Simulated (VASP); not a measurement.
Wanted: the native input for a VASP 6.6.1 run.

| Quantity | Value |
| --- | --- |
| Task | single point |
| Functional | r2SCAN |
| Potentials or basis | VASP PAW PBE potentials, release 64 (Yb) |
| Cutoff | 520 eV |
| k mesh | 9 × 9 × 9 |
| Occupations | fermi-dirac, width 0.05 eV |
| Spin | collinear spin, ferromagnetic start |
| Starting moments | [1.0] μB |
| Dipole correction | no |
| Further INCAR settings | ALGO = Normal; EDIFF = 1e-07; NBANDS = 22 |

Yb:

```
CELL_PARAMETERS angstrom
-2.16573 2.16573 2.16573
2.16573 -2.16573 2.16573
2.16573 2.16573 -2.16573
ATOMIC_POSITIONS crystal
Yb 0.00000 0.00000 0.00000
```

These files were run (other wordings do the same):

POSCAR

```
Yb
1.0
   -2.1657316470      2.1657316470      2.1657316470
    2.1657316470     -2.1657316470      2.1657316470
    2.1657316470      2.1657316470     -2.1657316470
Yb
1
Direct
    0.0000000000      0.0000000000      0.0000000000
```

INCAR.step1

```
SYSTEM = Yb
  PREC = Accurate
  ENCUT = 520
  ISMEAR = -1
  SIGMA = 0.05
  LREAL = .FALSE.
  LASPH = .TRUE.
  NELM = 150
  ISPIN = 2
  MAGMOM = 1
  LMAXMIX = 6
  NBANDS = 22
  GGA = PE
  ALGO = Normal
  EDIFF = 1E-4
  LWAVE = .TRUE.
  LCHARG = .FALSE.
```

INCAR.step2

```
SYSTEM = Yb
  PREC = Accurate
  ENCUT = 520
  EDIFF = 1E-7
  ISMEAR = -1
  SIGMA = 0.05
  LREAL = .FALSE.
  LASPH = .TRUE.
  NELM = 150
  ALGO = Normal
  ISIF = 2
  LWAVE = .FALSE.
  LCHARG = .FALSE.
  ISPIN = 2
  MAGMOM = 1
  LORBIT = 11
  LMAXMIX = 6
  METAGGA = R2SCAN
  LMIXTAU = .TRUE.
  NBANDS = 22
  ISTART = 1
```

KPOINTS

```
regular mesh
0
G
  9 9 9
  0 0 0
```

Potentials or basis: VASP PAW PBE potentials, release 64 (Yb).

Run with:

```sh
$ cat potpaw_PBE.64/Yb/POTCAR > POTCAR
$ cp INCAR.step1 INCAR
$ mpirun -np 1 vasp_std > vasp.out
$ cp INCAR.step2 INCAR
$ mpirun -np 1 vasp_std > vasp.out
```

It gave:

The pressure is -3.1 GPa, the band gap on the k mesh is zero (filled and empty bands overlap) and the net moment is 0.00 μB per cell. The valence electrons inside the program's atomic spheres are Yb 21.95.

Caveat: the PAW data sets were made with another functional, which shifts forces and pressure a little; spin-orbit coupling is left out, which moves the levels of the heavy elements.

Wall time 9.5 min on 1 thread of AMD EPYC 9R45 96-Core Processor (Zen 5), on a shared host, peak memory 0.2 GiB.
